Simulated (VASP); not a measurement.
TiC, 2 atoms in the cell. Symmetry: Fm-3m, No. 225, cubic system. The conventional cell has a = 4.299 Å, b = 4.299 Å, c = 4.299 Å, α = 90.00°, β = 90.00°, γ = 90.00°. Ti (site symmetry m-3m) has 6 C at 2.15 Å within 2.8 Å. C (site symmetry m-3m) has 6 Ti at 2.15 Å within 2.8 Å. 

```yaml
Program: VASP 6.6.1
Task: relaxation of the atoms
Functional: PBE
Potentials_or_basis: VASP PAW PBE potentials, release 64 (Ti_sv, C)
Cutoff: 520 eV
k_mesh: 18 × 18 × 18
Occupations: fermi-dirac, width 0.05 eV
Spin: no spin polarisation
Dipole_correction: no
Further_INCAR_settings: ALGO = Normal; EDIFF = 1e-06; IBRION = 2; EDIFFG = -0.02; NSW = 80
```

Potentials or basis: VASP PAW PBE potentials, release 64 (Ti_sv, C).

The run is started by

```console
$ cat potpaw_PBE.64/Ti_sv/POTCAR potpaw_PBE.64/C/POTCAR > POTCAR
$ mpirun -np 1 vasp_std > vasp.out
```

Hardware: 1 thread of Intel Xeon 8259CL, on a shared host.

Q: Estimate the wall time of this run.

A: It took 71 s on 1 thread of Intel Xeon 8259CL, on a shared host, peak memory 0.18 GiB. Counts: scf iterations 15, k points 195, ion steps 1.
